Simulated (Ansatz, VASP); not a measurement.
## Be2SO3: VASP beside Ansatz

```
Be S O
1.0
     2.71099    0.00000    0.00000
     0.00000    2.71099    0.00000
     0.00000    0.00000    8.30926
Be S O
2 1 3
Cartesian
  0.0000 0.0000 2.8191
  0.0000 0.0000 5.4901
  0.0000 0.0000 0.0000
  1.3555 1.3555 1.5100
  1.3555 1.3555 4.1546
  1.3555 1.3555 6.7992
```

Change from the starting cell: species swapped into the Mg3HgAu2 type (P4/mmm, No. 123).

Alike in both runs: task relaxation of cell and atoms; functional PBE; k mesh 6 × 6 × 2; occupations gaussian, width 0.1 eV; no spin polarisation.

|  | VASP | Ansatz |
| --- | --- | --- |
| version | VASP 6.6.1 | Ansatz 0.2.0 |
| potentials or method | VASP PAW PBE potentials, release 64 (Be, S, O), cutoff 600 eV | scalar-relativistic, plane waves, PAW |
| valence electrons in the cell | 28 | 28 |

Ansatz gave:

| Item | Value |
| --- | --- |
| gap on the k mesh at the Fermi level, each at its own relaxed structure (eV) | none |
| relaxed volume (Å³/atom) | 9.02 |
| relaxed cell length with the largest relative difference (Å) | 8.958 |

Q: What did VASP give for the same quantities?

A: gap on the k mesh at the Fermi level, each at its own relaxed structure (eV): none; relaxed volume (Å³/atom): 9.74; relaxed cell length with the largest relative difference (Å): 9.758.

A gap of «none» marks a metal or a gap that the smearing closes. One of these differences is far larger than is usual between the two programs; its cause wasn't traced.

The k mesh is coarse, so the values compare programs but aren't converged.
